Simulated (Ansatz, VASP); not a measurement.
**LiMg6Mo: VASP beside Ansatz**

```
Li Mg Mo
1.0
     3.99214    2.30486    3.54301
    -3.99214    2.30486    3.54301
     0.00000   -4.60972    3.54301
Li Mg Mo
1 6 1
Direct
  0.50000 0.50000 0.50000
  0.33001 0.33001 0.96011
  0.96011 0.33001 0.33001
  0.33001 0.96011 0.33001
  0.03989 0.66999 0.66999
  0.66999 0.66999 0.03989
  0.66999 0.03989 0.66999
  0.00000 0.00000 0.00000
```

Alike in both runs: functional PBE; k mesh 3 × 3 × 3; occupations gaussian, width 0.1 eV; no spin polarisation.

Ansatz relaxed the structure, and its values are those at the end. VASP's run is a single point on that final structure, the one shown.

|  | VASP | Ansatz |
| --- | --- | --- |
| version | VASP 6.6.1 | Ansatz 0.2.0 |
| potentials or method | VASP PAW PBE potentials, release 64 (Li_sv, Mg, Mo_sv), cutoff 520 eV | scalar-relativistic, plane waves, PAW |
| valence electrons in the cell | 29 | 77 |

```tsv
	VASP	Ansatz	Ansatz less VASP
gap on the k mesh at the Fermi level (eV)	none	none	-
rms of the force components (eV/Å)	0.005	0.005	-0.0007
```

A gap of «none» marks a metal or a gap that the smearing closes. VASP's potentials hold 29 valence electrons a cell and Ansatz's 77, so a difference there can come from the potentials and not from the codes.

The k mesh is coarse, so the values compare programs but aren't converged. Noted on VASP's run: the cutoff is under 1.25 times that of the potentials, so the pressure is a little rough.
